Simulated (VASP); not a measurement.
# TaS2 (P-3m1) in VASP: a series of runs, part 2 of 3

VASP 6.6.1.

### Step 3. Electric field gradients, PBEsol (equal xx and yy strain of +1 %)

The input, INCAR:

```
PREC = Accurate
ENCUT = 400
EDIFF = 1E-8
ISMEAR = -1
SIGMA = 0.02
LREAL = False
LASPH = True
NELM = 120
ALGO = Normal
ISIF = 2
LWAVE = False
LCHARG = False
GGA = PS
LEFG = True
NBANDS = 18
GGA_COMPAT = False
```

The input, KPOINTS:

```
regular mesh
0
Gamma
  8 8 4
```

The input, POSCAR:

```
TaS2
1.0
    3.3835021418      0.0000000000      0.0000000000
   -1.6917510709      2.9301988086      0.0000000000
    0.0000000000      0.0000000000      5.8600000000
Ta S
1 2
Direct
    0.0000000000      0.0000000000      0.0000000000
    0.3333333333      0.6666666667      0.2500000000
    0.6666666667      0.3333333333      0.7500000000
```

Potentials or basis: VASP PAW PBE potentials, release 64 (Ta_pv, S).

Run with:

```console
$ cat potpaw_PBE.64/Ta_pv/POTCAR potpaw_PBE.64/S/POTCAR > POTCAR
$ mpirun -np 1 vasp_std > vasp.out
```

OUTCAR:

```text
PREC = Accurate
   ENCUT = 400
   EDIFF = 1E-8
   ISMEAR = -1
   LREAL = False
   LASPH = True
   NELM = 120
   ISIF = 2
   GGA = PS

 ion  position               nearest neighbor table
   1  0.000  0.000  0.000-   2 2.44   3 2.44   3 2.44   2 2.44   3 2.44   2 2.44
   2  0.333  0.667  0.250-   1 2.44   1 2.44   1 2.44
   3  0.667  0.333  0.750-   1 2.44   1 2.44   1 2.44

  LATTYP: Found a hexagonal cell.
 ALAT       =     3.3835021418
 C/A-ratio  =     1.7319332911

  Lattice vectors:

 A1 = (   3.3835021418,   0.0000000000,   0.0000000000)
 A2 = (  -1.6917510709,   2.9301988086,   0.0000000000)
 A3 = (   0.0000000000,   0.0000000000,   5.8600000000)

Analysis of symmetry for initial positions (statically):
=====================================================================
 Subroutine PRICEL returns:
 Original cell was already a primitive cell.

 Routine SETGRP: Setting up the symmetry group for a
 hexagonal supercell.

 Subroutine GETGRP returns: Found 12 space group operations
 (whereof 12 operations were pure point group operations)
 out of a pool of 24 trial point group operations.

The static configuration has the point symmetry D_3d.

Analysis of symmetry for dynamics (positions and initial velocities):
=====================================================================
 Subroutine PRICEL returns:
 Original cell was already a primitive cell.

 Routine SETGRP: Setting up the symmetry group for a
 hexagonal supercell.

 Subroutine GETGRP returns: Found 12 space group operations
 (whereof 12 operations were pure point group operations)
 out of a pool of 24 trial point group operations.

The dynamic configuration has the point symmetry D_3d.

 Subroutine INISYM returns: Found 12 space group operations
 (whereof 12 operations are pure point group operations),
 and found     1 'primitive' translations

----------------------------------------------------------------------------------------

                                     Primitive cell

  volume of cell :      58.0980

  direct lattice vectors                    reciprocal lattice vectors
     3.383502142  0.000000000  0.000000000     0.295551756  0.170636886  0.000000000
    -1.691751071  2.930198809  0.000000000     0.000000000  0.341273772  0.000000000
     0.000000000  0.000000000  5.860000000     0.000000000  0.000000000  0.170648464

  length of vectors
     3.383502142  3.383502142  5.860000000     0.341273772  0.341273772  0.170648464

  position of ions in fractional coordinates (direct lattice)
     0.000000000  0.000000000  0.000000000
     0.333333333  0.666666667  0.250000000
     0.666666667  0.333333333  0.750000000

  ion indices of the primitive-cell ions
   primitive index   ion index
                 1           1
                 2           2
                 3           3

----------------------------------------------------------------------------------------

[... 73 lines left out ...]
   IBRION =     -1    ionic relax: 0-MD 1-quasi-New 2-CG
   NFREE  =      0    steps in history (QN), initial steepest desc. (CG)
   ISIF   =      2    stress and relaxation
   ISYM   =      2    0-nonsym 1-usesym 2-fastsym
   POTIM  = 0.5000    time-step for ionic-motion
   TEBEG  =    0.0;   TEEND  =   0.0 temperature during run
   PSTRESS=    0.0 pullay stress
   NELECT =      23.0000    total number of electrons
   NUPDOWN=      -1.0000    fix difference up-down
   EMIN   =  10.00;   EMAX   =-10.00  energy-range for DOS
   EFERMI =   0.00;   METHOD = LEGACY
   ISMEAR =    -1;   SIGMA  =   0.02  broadening in eV -4-tet -1-fermi 0-gaus
   EFERMI_NEDOS =   21; number of points for ismear=-14 and -15
   IALGO  =     38    algorithm
   IMIX   =      4    mixing-type and parameters
     AMIX     =   0.40;   BMIX     =  1.00
     AMIX_MAG =   1.60;   BMIX_MAG =  1.00
  volume/ion in A,a.u.               =      19.37       130.69
  Fermi-wavevector in a.u.,A,eV,Ry     =   1.202072  2.271586 19.660099  1.444976
  Thomas-Fermi vector in A             =   2.337863
   LORBIT       =      0    0 simple, 1 ext, 2 COOP (PROOUT), +10 PAW based schemes
   GGA     = PS    functional components
   LHFCALC =     F    Hartree Fock is set to
   AEXX    =    0.0000 exact exchange contribution
   IVDW    =     0    specifies the selected vdW correction
   LEPSILON=     F    determine dielectric tensor
   LRPA    =     F    only Hartree local field effects (RPA)
 non-spin polarized calculation
  energy-cutoff  :      400.00
  volume of cell :       58.10
 maximum number of plane-waves:      1076
 NGX is ok and might be reduce to    24
   NGX = 11   NGY = 11   NGZ = 19

 number of electron      23.0000006 magnetization

 Free energy of the ion-electron system (eV)
  ---------------------------------------------------
  ext. energy  EPLUGINS =         0.00000000
  ---------------------------------------------------
  free energy    TOTEN  =       -24.49939334 eV

  energy without entropy =      -24.49379763  energy(sigma->0) =      -24.49659548

 E-fermi :   5.3956     XC(G=0): -10.6032

 val. band max:        5.3953178871   @ k =   0.2500   0.1250   0.5000
 cond. band min:       5.4107000940   @ k =   0.0000   0.1250   0.2500
 fundamental gap:      0.0153822069
 Fermi energy:         5.3955882823

 k-point     1 :       0.0000    0.0000    0.0000
  band No.  band energies     occupation
      1     -29.8713      2.00000
      2     -29.8637      2.00000
      3     -29.8637      2.00000
      4      -9.6480      2.00000
      5      -7.5891      2.00000
      6      -1.5311      2.00000
[... 481 lines left out ...]
      5      -7.6034      2.00000
      6      -0.5757      2.00000
[... 10 lines left out ...]
     17      12.1615      0.00000
     18      12.6737      0.00000

 [... further k-points ...]
[... 5 lines left out ...]
  --------------------------------------------------------------------------------------
  -------------------------------------------------------------------------------------
  Total       -0.1280565     -0.1280565      1.9994025      0.0000000     -0.0000000     -0.0000000
  in kB       -3.5314335     -3.5314335     55.1378288      0.0000000     -0.0000000     -0.0000000
  external PRESSURE =      16.0249873 kB  Pullay stress =       0.0000000 kB

 VOLUME and BASIS-vectors are now :
 -----------------------------------------------------------------------------
  energy-cutoff  :      400.00
  volume of cell :       58.10
      direct lattice vectors                 reciprocal lattice vectors
     3.383502142  0.000000000  0.000000000     0.295551756  0.170636886  0.000000000
    -1.691751071  2.930198809  0.000000000     0.000000000  0.341273772  0.000000000
     0.000000000  0.000000000  5.860000000     0.000000000  0.000000000  0.170648464

 POSITION                                       TOTAL-FORCE (eV/Angst)
 -----------------------------------------------------------------------------------
      0.00000      0.00000      0.00000         0.000000      0.000000     -0.000000
     -0.00000      1.95347      1.46500         0.000000      0.000000      0.722400
      1.69175      0.97673      4.39500        -0.000000      0.000000     -0.722400
 -----------------------------------------------------------------------------------
    total drift:                               -0.000000      0.000000     -0.000000

  FREE ENERGIE OF THE ION-ELECTRON SYSTEM (eV)
  ---------------------------------------------------
  free  energy   TOTEN  =       -24.4993933428 eV

  energy  without entropy=      -24.4937976260  energy(sigma->0) =      -24.49659548

 Electric field gradients (V/A^2)
---------------------------------------------------------------------
 ion       V_xx      V_yy      V_zz      V_xy      V_xz      V_yz
---------------------------------------------------------------------
   1      67.238    67.238  -134.476    -0.001    -0.000     0.000
   2       7.886     7.885   -15.771    -0.001    -0.000     0.000
   3       7.886     7.885   -15.771    -0.001    -0.000     0.000
---------------------------------------------------------------------

 Electric field gradients after diagonalization (V/A^2)
 (convention: |V_zz| > |V_xx| > |V_yy|)
----------------------------------------------------------------------
 ion       V_xx      V_yy      V_zz     asymmetry (V_yy - V_xx)/ V_zz
----------------------------------------------------------------------
   1      67.239    67.237  -134.476       0.000
   2       7.886     7.885   -15.771       0.000
   3       7.886     7.885   -15.771       0.000
----------------------------------------------------------------------

           NMR quadrupolar parameters

 Cq : quadrupolar parameter    Cq=e*Q*V_zz/h
 eta: asymmetry parameters     (V_yy - V_xx)/ V_zz
 Q  : nuclear electric quadrupole moment in mb (millibarn)
----------------------------------------------------------------------
 ion       Cq(MHz)       eta       Q (mb)
----------------------------------------------------------------------
   1      -0.325       0.000       1.000
   2      -0.038       0.000       1.000
   3      -0.038       0.000       1.000
----------------------------------------------------------------------
```

OSZICAR:

```text
N       E                     dE             d eps       ncg     rms          rms(c)
DAV:   1     0.127098555909E+03    0.12710E+03   -0.10055E+04  1260   0.941E+02
DAV:   2    -0.205211624935E+02   -0.14762E+03   -0.14476E+03  1616   0.259E+02
DAV:   3    -0.259478824922E+02   -0.54267E+01   -0.54043E+01  1652   0.489E+01
DAV:   4    -0.260053512037E+02   -0.57469E-01   -0.57426E-01  1666   0.553E+00
DAV:   5    -0.260062860654E+02   -0.93486E-03   -0.93478E-03  1604   0.678E-01    0.202E+01
DAV:   6    -0.246304660966E+02    0.13758E+01   -0.51886E+00  1436   0.142E+01    0.102E+01
DAV:   7    -0.245167214184E+02    0.11374E+00   -0.63611E-01  1402   0.461E+00    0.434E+00
DAV:   8    -0.245025235137E+02    0.14198E-01   -0.13423E-01  1572   0.225E+00    0.103E+00
DAV:   9    -0.244995806856E+02    0.29428E-02   -0.78970E-03  1556   0.629E-01    0.417E-01
DAV:  10    -0.244993722071E+02    0.20848E-03   -0.24341E-03  1474   0.294E-01    0.865E-02
DAV:  11    -0.244993815854E+02   -0.93783E-05   -0.32408E-04  1350   0.102E-01    0.295E-02
DAV:  12    -0.244993913910E+02   -0.98057E-05   -0.19296E-05  1470   0.319E-02    0.120E-02
DAV:  13    -0.244993932721E+02   -0.18811E-05   -0.59697E-06  1486   0.158E-02    0.468E-03
DAV:  14    -0.244993933276E+02   -0.55526E-07   -0.79603E-07  1530   0.526E-03    0.214E-03
DAV:  15    -0.244993933314E+02   -0.37228E-08   -0.11070E-07  1648   0.233E-03    0.974E-04
DAV:  16    -0.244993933481E+02   -0.16724E-07   -0.58054E-09   842   0.494E-04    0.339E-04
DAV:  17    -0.244993933428E+02    0.53269E-08   -0.11646E-09   690   0.233E-04
   1 F= -.24499393E+02 E0= -.24496595E+02  d E =-.559572E-02
```

It took 22 s on 1 thread of Intel Xeon Platinum 8375C at 2.90GHz (Ice Lake), shared host; peak memory 0.17 GiB.

Results:

```
Free energy                             : -24.4994 eV
Pressure                                : 1.6 GPa
Largest force                           : 0.722 eV/Å
Band gap on the k mesh                  : zero (an odd number of electrons rules out a gap without spin polarisation)
Largest electric field gradient by atom : Ta -134.5; S -15.8 V/Å²
```

Forces on the atoms (eV/Å):
```
Ta   0.000  0.000  0.000
S    0.000  0.000  0.722
S    0.000  0.000 -0.722
```

Stress tensor (GPa, compression positive):
```
-0.35  0.00  0.00
 0.00 -0.35  0.00
 0.00  0.00  5.51
```

Electric field gradients, principal values (V/Å²):
```
atom   least  middle  greatest (by size)
1 Ta  67.237  67.239            -134.476
 2 S   7.885   7.886             -15.771
 3 S   7.885   7.886             -15.771
```

Caveat: the cell differs from its parent crystal (equal xx and yy strain of +1 %); without QUAD_EFG the Cq values of the log hold for a quadrupole moment of 1 mb, not for the nuclei; the PAW data sets were made with another functional, which shifts forces and pressure a little; spin-orbit coupling is left out, which moves the levels of the heavy elements; this functional lacks dispersion, which binds the layers, so the pressure and a relaxed spacing across them are unreliable.

### Step 4. Electric field gradients, PBEsol (equal xx and yy strain of +1 %)

The input, INCAR:

```
SYSTEM = TaS2
PREC     = Accurate       ! precision mode
ENCUT    = 400            ! plane-wave cutoff, eV
EDIFF    = 1E-8           ! SCF threshold, eV
ISMEAR   = -1             ! smearing method
SIGMA    = 0.02           ! smearing width, eV
LREAL    = .False.        ! projectors in reciprocal space
LASPH    = .True.         ! aspherical terms in the spheres
NELM     = 120            ! most SCF steps
ALGO     = Normal         ! electronic algorithm
ISIF     = 2              ! what is computed and relaxed
LWAVE    = .False.        ! write WAVECAR
LCHARG   = .False.        ! write CHGCAR
GGA      = PS             ! functional
LEFG     = .True.       
NBANDS   = 18             ! bands
GGA_COMPAT= .False.
```

The input, KPOINTS:

```
Automatic mesh
0
Gamma
  8 8 4
  0 0 0
```

POSCAR is that of step 3.

Potentials or basis: VASP PAW PBE potentials, release 64 (Ta_pv, S).

Run with:

```console
$ cat potpaw_PBE.64/Ta_pv/POTCAR potpaw_PBE.64/S/POTCAR > POTCAR
$ mpirun -np 1 vasp_std > vasp.out
```

OUTCAR:

```text
SYSTEM = TaS2
   PREC = Accurate
   ENCUT = 400
   EDIFF = 1E-8
   ISMEAR = -1
   LREAL = .False.
   LASPH = .True.
   NELM = 120
   ISIF = 2
   GGA = PS

 ion  position               nearest neighbor table
   1  0.000  0.000  0.000-   2 2.44   3 2.44   3 2.44   2 2.44   3 2.44   2 2.44
   2  0.333  0.667  0.250-   1 2.44   1 2.44   1 2.44
   3  0.667  0.333  0.750-   1 2.44   1 2.44   1 2.44

  LATTYP: Found a hexagonal cell.
 ALAT       =     3.3835021418
 C/A-ratio  =     1.7319332911

  Lattice vectors:

 A1 = (   3.3835021418,   0.0000000000,   0.0000000000)
 A2 = (  -1.6917510709,   2.9301988086,   0.0000000000)
 A3 = (   0.0000000000,   0.0000000000,   5.8600000000)

Analysis of symmetry for initial positions (statically):
=====================================================================
 Subroutine PRICEL returns:
 Original cell was already a primitive cell.
[... 701 lines left out ...]
    -1.691751071  2.930198809  0.000000000     0.000000000  0.341273772  0.000000000
     0.000000000  0.000000000  5.860000000     0.000000000  0.000000000  0.170648464

 POSITION                                       TOTAL-FORCE (eV/Angst)
 -----------------------------------------------------------------------------------
      0.00000      0.00000      0.00000         0.000000      0.000000     -0.000000
     -0.00000      1.95347      1.46500         0.000000      0.000000      0.722400
      1.69175      0.97673      4.39500        -0.000000      0.000000     -0.722400
 -----------------------------------------------------------------------------------
    total drift:                               -0.000000      0.000000     -0.000000

  FREE ENERGIE OF THE ION-ELECTRON SYSTEM (eV)
  ---------------------------------------------------
  free  energy   TOTEN  =       -24.4993933428 eV

  energy  without entropy=      -24.4937976260  energy(sigma->0) =      -24.49659548

 Electric field gradients (V/A^2)
---------------------------------------------------------------------
 ion       V_xx      V_yy      V_zz      V_xy      V_xz      V_yz
---------------------------------------------------------------------
   1      67.238    67.238  -134.476    -0.001    -0.000     0.000
   2       7.886     7.885   -15.771    -0.001    -0.000     0.000
   3       7.886     7.885   -15.771    -0.001    -0.000     0.000
---------------------------------------------------------------------

 Electric field gradients after diagonalization (V/A^2)
 (convention: |V_zz| > |V_xx| > |V_yy|)
----------------------------------------------------------------------
 ion       V_xx      V_yy      V_zz     asymmetry (V_yy - V_xx)/ V_zz
----------------------------------------------------------------------
   1      67.239    67.237  -134.476       0.000
   2       7.886     7.885   -15.771       0.000
   3       7.886     7.885   -15.771       0.000
----------------------------------------------------------------------

           NMR quadrupolar parameters

 Cq : quadrupolar parameter    Cq=e*Q*V_zz/h
 eta: asymmetry parameters     (V_yy - V_xx)/ V_zz
 Q  : nuclear electric quadrupole moment in mb (millibarn)
----------------------------------------------------------------------
 ion       Cq(MHz)       eta       Q (mb)
----------------------------------------------------------------------
   1      -0.325       0.000       1.000
   2      -0.038       0.000       1.000
   3      -0.038       0.000       1.000
----------------------------------------------------------------------
```

OSZICAR:

```text
N       E                     dE             d eps       ncg     rms          rms(c)
DAV:   1     0.127098555909E+03    0.12710E+03   -0.10055E+04  1260   0.941E+02
DAV:   2    -0.205211624935E+02   -0.14762E+03   -0.14476E+03  1616   0.259E+02
DAV:   3    -0.259478824922E+02   -0.54267E+01   -0.54043E+01  1652   0.489E+01
DAV:   4    -0.260053512037E+02   -0.57469E-01   -0.57426E-01  1666   0.553E+00
DAV:   5    -0.260062860654E+02   -0.93486E-03   -0.93478E-03  1604   0.678E-01    0.202E+01
DAV:   6    -0.246304660966E+02    0.13758E+01   -0.51886E+00  1436   0.142E+01    0.102E+01
DAV:   7    -0.245167214184E+02    0.11374E+00   -0.63611E-01  1402   0.461E+00    0.434E+00
DAV:   8    -0.245025235137E+02    0.14198E-01   -0.13423E-01  1572   0.225E+00    0.103E+00
DAV:   9    -0.244995806856E+02    0.29428E-02   -0.78970E-03  1556   0.629E-01    0.417E-01
DAV:  10    -0.244993722071E+02    0.20848E-03   -0.24341E-03  1474   0.294E-01    0.865E-02
DAV:  11    -0.244993815854E+02   -0.93783E-05   -0.32408E-04  1350   0.102E-01    0.295E-02
DAV:  12    -0.244993913910E+02   -0.98057E-05   -0.19296E-05  1470   0.319E-02    0.120E-02
DAV:  13    -0.244993932721E+02   -0.18811E-05   -0.59697E-06  1486   0.158E-02    0.468E-03
DAV:  14    -0.244993933276E+02   -0.55526E-07   -0.79603E-07  1530   0.526E-03    0.214E-03
DAV:  15    -0.244993933314E+02   -0.37228E-08   -0.11070E-07  1648   0.233E-03    0.974E-04
DAV:  16    -0.244993933481E+02   -0.16724E-07   -0.58054E-09   842   0.494E-04    0.339E-04
DAV:  17    -0.244993933428E+02    0.53269E-08   -0.11646E-09   690   0.233E-04
   1 F= -.24499393E+02 E0= -.24496595E+02  d E =-.559572E-02
```

Wall time 20 s (1 thread of Intel Xeon Platinum 8375C at 2.90GHz (Ice Lake), shared host); peak memory 0.16 GiB.

What came out:

- Free energy: -24.4994 eV
- Pressure: 1.6 GPa
- Largest force: 0.722 eV/Å
- Band gap on the k mesh: zero (an odd number of electrons rules out a gap without spin polarisation)
- Largest electric field gradient by atom: Ta -134.5; S -15.8 V/Å²

Forces in eV/Å, atoms in the order of the input:
```
Ta   0.000  0.000  0.000
S    0.000  0.000  0.722
S    0.000  0.000 -0.722
```

Electric field gradients, principal values (V/Å²):
| atom | least | middle | greatest (by size) |
| --- | --- | --- | --- |
| 1 Ta | 67.237 | 67.239 | -134.476 |
| 2 S | 7.885 | 7.886 | -15.771 |
| 3 S | 7.885 | 7.886 | -15.771 |

Caveat: the cell differs from its parent crystal (equal xx and yy strain of +1 %); without QUAD_EFG the Cq values of the log hold for a quadrupole moment of 1 mb, not for the nuclei; the PAW data sets were made with another functional, which shifts forces and pressure a little; spin-orbit coupling is left out, which moves the levels of the heavy elements; this functional lacks dispersion, which binds the layers, so the pressure and a relaxed spacing across them are unreliable.

[end of part 2 of 3]
